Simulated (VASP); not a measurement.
# W (Im-3m) in VASP: notebook, part 2 of 2

VASP 6.6.1. Earlier steps stand in the parts before.

## (3) Relaxation of cell and atoms, PBE+D3(BJ)

This run uses another cell than the first one, of 16.13 Å³/atom.

Contents of INCAR:

```
ALGO = Fast
EDIFF = 1E-6
EDIFFG = -0.005
ENCUT = 600
GGA = PE
IBRION = 2
ISIF = 3
ISMEAR = 0
IVDW = 12
LASPH = T
LCHARG = F
LREAL = F
LWAVE = F
NELM = 60
NSW = 70
PREC = Accurate
SIGMA = 0.1
```

Contents of KPOINTS:

```
k-points
0
Gamma
  18 18 18
```

Contents of POSCAR:

```
W
1.0
   -1.5917776925      1.5917776925      1.5917776925
    1.5917776925     -1.5917776925      1.5917776925
    1.5917776925      1.5917776925     -1.5917776925
W
1
Direct
    0.0000000000      0.0000000000      0.0000000000
```

Potentials or basis: VASP PAW PBE potentials, release 64 (W_sv).

Launch:

```console
$ cat potpaw_PBE.64/W_sv/POTCAR > POTCAR
$ mpirun -np 1 vasp_std > vasp.out
```

OUTCAR:

```text
EDIFF = 1E-6
   EDIFFG = -0.005
   ENCUT = 600
   GGA = PE
   IBRION = 2
   ISIF = 3
   ISMEAR = 0
   IVDW = 12
   LASPH = T
   LREAL = F
   NELM = 60
   NSW = 70
   PREC = Accurate
 IVDW          = 12

 ion  position               nearest neighbor table
   1  0.000  0.000  0.000-

  LATTYP: Found a body centered cubic cell.
 ALAT       =     3.1835553850

  Lattice vectors:

 A1 = (  -1.5917776925,   1.5917776925,   1.5917776925)
 A2 = (   1.5917776925,  -1.5917776925,   1.5917776925)
 A3 = (   1.5917776925,   1.5917776925,  -1.5917776925)

Analysis of symmetry for initial positions (statically):
=====================================================================
 Subroutine PRICEL returns:
 Original cell was already a primitive cell.

 Routine SETGRP: Setting up the symmetry group for a
 body centered cubic supercell.

 Subroutine GETGRP returns: Found 48 space group operations
 (whereof 48 operations were pure point group operations)
 out of a pool of 48 trial point group operations.

The static configuration has the point symmetry O_h .

Analysis of symmetry for dynamics (positions and initial velocities):
=====================================================================
 Subroutine PRICEL returns:
 Original cell was already a primitive cell.

 Routine SETGRP: Setting up the symmetry group for a
 body centered cubic supercell.

 Subroutine GETGRP returns: Found 48 space group operations
 (whereof 48 operations were pure point group operations)
 out of a pool of 48 trial point group operations.

The dynamic configuration has the point symmetry O_h .

 Subroutine INISYM returns: Found 48 space group operations
 (whereof 48 operations are pure point group operations),
 and found     1 'primitive' translations

----------------------------------------------------------------------------------------

                                     Primitive cell

  volume of cell :      16.1327

  direct lattice vectors                    reciprocal lattice vectors
    -1.591777693  1.591777693  1.591777693     0.000000000  0.314114215  0.314114215
     1.591777693 -1.591777693  1.591777693     0.314114215  0.000000000  0.314114215
     1.591777693  1.591777693 -1.591777693     0.314114215  0.314114215  0.000000000

  length of vectors
     2.757039838  2.757039838  2.757039838     0.444224583  0.444224583  0.444224583

  position of ions in fractional coordinates (direct lattice)
     0.000000000  0.000000000  0.000000000

  ion indices of the primitive-cell ions
   primitive index   ion index
                 1           1

----------------------------------------------------------------------------------------

 KPOINTS: k-points

Automatic generation of k-mesh.
 Grid dimensions read from file:
 generate k-points for:   18   18   18

 Generating k-lattice:

  Cartesian coordinates                     Fractional coordinates (reciprocal lattice)
     0.000000000  0.017450790  0.017450790     0.055555556  0.000000000  0.000000000
     0.017450790  0.000000000  0.017450790     0.000000000  0.055555556  0.000000000
     0.017450790  0.017450790  0.000000000     0.000000000  0.000000000  0.055555556

  Length of vectors
     0.024679143  0.024679143  0.024679143

  Shift w.r.t. Gamma in fractional coordinates (k-lattice)
     0.000000000  0.000000000  0.000000000

 Subroutine IBZKPT returns following result:
 ===========================================

 Found    195 irreducible k-points:

 Following reciprocal coordinates:
            Coordinates               Weight
  0.000000  0.000000  0.000000      1.000000
  0.055556  0.000000  0.000000     12.000000
  0.111111  0.000000  0.000000     12.000000
  0.166667  0.000000  0.000000     12.000000
  0.222222  0.000000  0.000000     12.000000
  0.277778  0.000000  0.000000     12.000000
[... 16 lines left out ...]
  0.333333  0.111111  0.000000     48.000000
  0.388889  0.111111  0.000000     48.000000
 [... further k-points ...]
   k-points           NKPTS =    195   k-points in BZ     NKDIM =    195   number of bands    NBANDS=     11
   number of dos      NEDOS =    301   number of ions     NIONS =      1
   total plane-waves  NPLWV =  13824
   dimension x,y,z NGX =    24 NGY =   24 NGZ =   24
   dimension x,y,z NGXF=    48 NGYF=   48 NGZF=   48
   ions per type =               1
   NGX,Y,Z   is equivalent  to a cutoff of  14.47, 14.47, 14.47 a.u.
   NGXF,Y,Z  is equivalent  to a cutoff of  28.94, 28.94, 28.94 a.u.
 SYSTEM =  unknown system
   PREC   = accura    normal or accurate (medium, high low for compatibility)
   ISTART =      0    job   : 0-new  1-cont  2-samecut
   ICHARG =      2    charge: 1-file 2-atom 10-const
   ISPIN  =      1    spin polarized calculation?
   LNONCOLLINEAR =      F non collinear calculations
   LSORBIT =      F    spin-orbit coupling
   LASPH  =      T    aspherical Exc in radial PAW
   ENCUT  =  600.0 eV  44.10 Ry    6.64 a.u.   5.51  5.51  5.51*2*pi/ulx,y,z
   NELM   =     60;   NELMIN=  2; NELMDL= -5     # of ELM steps
   EDIFF  = 0.1E-05   stopping-criterion for ELM
   LREAL  =      F    real-space projection
   EDIFFG = -.5E-02   stopping-criterion for IOM
   NSW    =     70    number of steps for IOM
   IBRION =      2    ionic relax: 0-MD 1-quasi-New 2-CG
   NFREE  =      1    steps in history (QN), initial steepest desc. (CG)
   ISIF   =      3    stress and relaxation
   ISYM   =      2    0-nonsym 1-usesym 2-fastsym
   POTIM  = 0.5000    time-step for ionic-motion
   TEBEG  =    0.0;   TEEND  =   0.0 temperature during run
   PSTRESS=    0.0 pullay stress
   NELECT =      14.0000    total number of electrons
   NUPDOWN=      -1.0000    fix difference up-down
   EMIN   =  10.00;   EMAX   =-10.00  energy-range for DOS
   EFERMI =   0.00;   METHOD = LEGACY
   ISMEAR =     0;   SIGMA  =   0.10  broadening in eV -4-tet -1-fermi 0-gaus
   EFERMI_NEDOS =   21; number of points for ismear=-14 and -15
   IALGO  =     68    algorithm
   IMIX   =      4    mixing-type and parameters
     AMIX     =   0.40;   BMIX     =  1.00
     AMIX_MAG =   1.60;   BMIX_MAG =  1.00
  volume/ion in A,a.u.               =      16.13       108.87
  Fermi-wavevector in a.u.,A,eV,Ry     =   1.561523  2.950851 33.175828  2.438355
  Thomas-Fermi vector in A             =   2.664576
   LORBIT       =      0    0 simple, 1 ext, 2 COOP (PROOUT), +10 PAW based schemes
   GGA     = PE    functional components
   LHFCALC =     F    Hartree Fock is set to
   AEXX    =    0.0000 exact exchange contribution
   IVDW    =    12    specifies the selected vdW correction
   LEPSILON=     F    determine dielectric tensor
   LRPA    =     F    only Hartree local field effects (RPA)
 conjugate gradient relaxation of ions
 non-spin polarized calculation
 RMM-DIIS sequential band-by-band and
 Gauss-broadening in eV      SIGMA  =   0.10
  energy-cutoff  :      600.00
  volume of cell :       16.13
 maximum number of plane-waves:       559
 NGX is ok and might be reduce to    24
   NGX = 11   NGY = 11   NGZ = 11

--------------------------------------- Ionic step        1  -------------------------------------------

 number of electron      14.0000002 magnetization

 Free energy of the ion-electron system (eV)
  ---------------------------------------------------
  ext. energy  EPLUGINS =         0.00000000
  ---------------------------------------------------
  free energy    TOTEN  =       -12.95135276 eV

  energy without entropy =      -12.94778119  energy(sigma->0) =      -12.94956698

------------------------ aborting loop because EDIFF is reached ----------------------------------------

 Edisp (eV)   -0.68277

 E8    (eV) :    -0.3500
[... 108 lines left out ...]
--------------------------------------- Ionic step        4  -------------------------------------------

 number of electron      14.0000001 magnetization

 Free energy of the ion-electron system (eV)
  ---------------------------------------------------
  ext. energy  EPLUGINS =         0.00000000
  ---------------------------------------------------
  free energy    TOTEN  =       -12.94337961 eV

  energy without entropy =      -12.93992611  energy(sigma->0) =      -12.94165286

 E-fermi :  11.4869     XC(G=0): -13.6584

 val. band max:       11.4838230226   @ k =  -0.2778   0.3333   0.2222
 cond. band min:      11.4981859813   @ k =   0.5000   0.5000   0.2222
 fundamental gap:      0.0143629587
 Fermi energy:        11.4869034549

 k-point     1 :       0.0000    0.0000    0.0000
  band No.  band energies     occupation
      1     -62.6854      2.00000
      2     -26.2428      2.00000
      3     -26.2428      2.00000
      4     -26.2428      2.00000
      5       1.8352      2.00000
      6      10.2575      2.00000
      7      10.2575      2.00000
      8      10.2575      2.00000
      9      13.7610      0.00000
     10      13.7610      0.00000
     11      26.0143      0.00000
[... 309 lines left out ...]
 k-point    24 :       0.3889    0.1111    0.0000
  band No.  band energies     occupation
      1     -62.5492      2.00000
      2     -27.4642      2.00000
      3     -26.7012      2.00000
      4     -26.3078      2.00000
      5       5.6352      2.00000
      6       8.0615      2.00000
      7      10.9050      2.00000
      8      13.5318      0.00000
      9      14.8700      0.00000
     10      17.9500      0.00000
     11      22.4628      0.00000

 [... further k-points ...]

------------------------ aborting loop because EDIFF is reached ----------------------------------------

 Edisp (eV)   -0.69760

 E8    (eV) :    -0.3577
[... 24 lines left out ...]
  FREE ENERGIE OF THE ION-ELECTRON SYSTEM (eV)
  ---------------------------------------------------
  free  energy   TOTEN  =       -13.6409843100 eV

  energy  without entropy=      -13.6375308044  energy(sigma->0) =      -13.63925756

 reached required accuracy - stopping structural energy minimisation
```

CONTCAR:

```text
W
   1.00000000000000
    -1.5807877303723239    1.5807877303723239    1.5807877303723239
     1.5807877303723239   -1.5807877303723239    1.5807877303723239
     1.5807877303723239    1.5807877303723239   -1.5807877303723239
  W
     1
Direct
     0.0000000000000000    0.0000000000000000    0.0000000000000000

  0.00000000E+00  0.00000000E+00  0.00000000E+00
```

It took 36 s on 1 thread of Intel Xeon Platinum 8559C (Emerald Rapids), shared host; peak memory 0.19 GiB.

What came out:

```
Free energy                           : -13.6410 eV
Relaxed volume                        : 15.80 Å³/atom
Relaxed cell                          : a = 2.738 Å, b = 2.738 Å, c = 2.738 Å, α = 109.47°, β = 109.47°, γ = 109.47°
Space group after relaxing (to 0.1 Å) : Im-3m (No. 229)
Energy gained by relaxing             : 6.9 meV/atom
Ionic steps                           : 4
Pressure after relaxing               : 0.0 GPa
Band gap on the k mesh                : zero (bands 7 and 8 overlap by 6.42 eV)
Dispersion energy per atom            : -0.698 eV
```

The path:
```csv
step,energy change (eV),largest force (eV/Å),pressure (GPa),volume (Å³)
1,0.0000,0.0000,-6.48,16.13
2,0.0881,0.0000,28.43,14.66
3,-0.0069,0.0000,-0.22,15.81
4,-0.0069,0.0000,-0.01,15.80
```

Final structure:
```cif
data_structure
_symmetry_space_group_name_H-M 'P 1'
_symmetry_Int_Tables_number 1
_cell_length_a 2.7380
_cell_length_b 2.7380
_cell_length_c 2.7380
_cell_angle_alpha 109.471
_cell_angle_beta 109.471
_cell_angle_gamma 109.471
_cell_volume 15.80
loop_
_atom_site_label
_atom_site_type_symbol
_atom_site_fract_x
_atom_site_fract_y
_atom_site_fract_z
_atom_site_occupancy
W1 W 0.00000 0.00000 0.00000 1
```

Levels at points of the mesh, in eV from the Fermi level:
| k point | band 4 | band 5 | band 6 | band 7 | band 8 | band 9 | band 10 | band 11 |
| --- | --- | --- | --- | --- | --- | --- | --- | --- |
| (0.00, 0.00, 0.00) | -37.73 | -9.65 | -1.23 | -1.23 | -1.23 | 2.27 | 2.27 | 14.53 |
| (0.50, 0.00, 0.00) | -37.74 | -6.29 | -3.58 | 0.69 | 2.17 | 3.15 | 6.19 | 11.50 |
| (0.50, 0.50, 0.50) | -38.64 | -5.86 | -5.86 | 5.20 | 5.20 | 5.20 | 8.28 | 8.28 |

Caveat: spin-orbit coupling is left out, which moves the levels of the heavy elements.
